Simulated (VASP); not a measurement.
Write the native input for VASP 6.6.1 that does the following.

- Task: relaxation of cell and atoms
- Functional: PBE
- Potentials or basis: VASP PAW PBE potentials, release 64 (Al, H)
- Cutoff: 600 eV
- k mesh: 12 × 12 × 8
- Occupations: gaussian, width 0.1 eV
- Spin: no spin polarisation
- Dipole correction: no
- Further INCAR settings: ALGO = Normal; EDIFF = 1e-06; IBRION = 2; EDIFFG = -0.01; NSW = 100; ISIF = 3

The structure of Al2H3 lies in POSCAR:

```
Al2H3
1.0
    3.3855503356      0.0000000000      0.0000000000
   -1.6927751678      2.9319725964      0.0000000000
    0.0000000000      0.0000000000      4.5090799921
Al H
2 3
Direct
    0.3333333333      0.6666666667      0.2327114750
    0.6666666667      0.3333333333      0.7672885250
    0.0000000000      0.0000000000      0.0000000000
    0.3333333333      0.6666666667      0.6458918633
    0.6666666667      0.3333333333      0.3541081367
```

These files were run (other wordings do the same):

INCAR

```
SYSTEM = Al2H3
PREC = Accurate
ENCUT = 600
EDIFF = 1E-6
ISMEAR = 0
SIGMA = 0.1
LREAL = .FALSE.
LASPH = .TRUE.
NELM = 60
ALGO = Normal
ISIF = 3
LWAVE = .FALSE.
LCHARG = .FALSE.
GGA = PE
IBRION = 2
NSW = 100
EDIFFG = -0.01
```

KPOINTS

```
Automatic mesh
0
G
  12 12 8
  0 0 0
```

Potentials or basis: VASP PAW PBE potentials, release 64 (Al, H).

Run with:

```console
$ cat potpaw_PBE.64/Al/POTCAR potpaw_PBE.64/H/POTCAR > POTCAR
$ mpirun -np 1 vasp_std > vasp.out
```

Results of the run:

```json
{
  "Relaxed volume": "8.85 Å³/atom",
  "Relaxed cell": "a = 3.220 Å, b = 3.220 Å, c = 4.929 Å, α = 90.00°, β = 90.00°, γ = 120.00°",
  "Space group after relaxing (to 0.05 Å)": "P-3m1 (No. 164)",
  "Energy gained by relaxing": "5.5 meV/atom",
  "Ionic steps": "13",
  "Pressure after relaxing": "0.0 GPa",
  "Largest force after relaxing": "0.008 eV/Å"
}
```

It took 110 s on 1 thread of Intel(R) Xeon(R) 6975P-C (Granite Rapids) (shared host), peak memory 0.2 GiB.
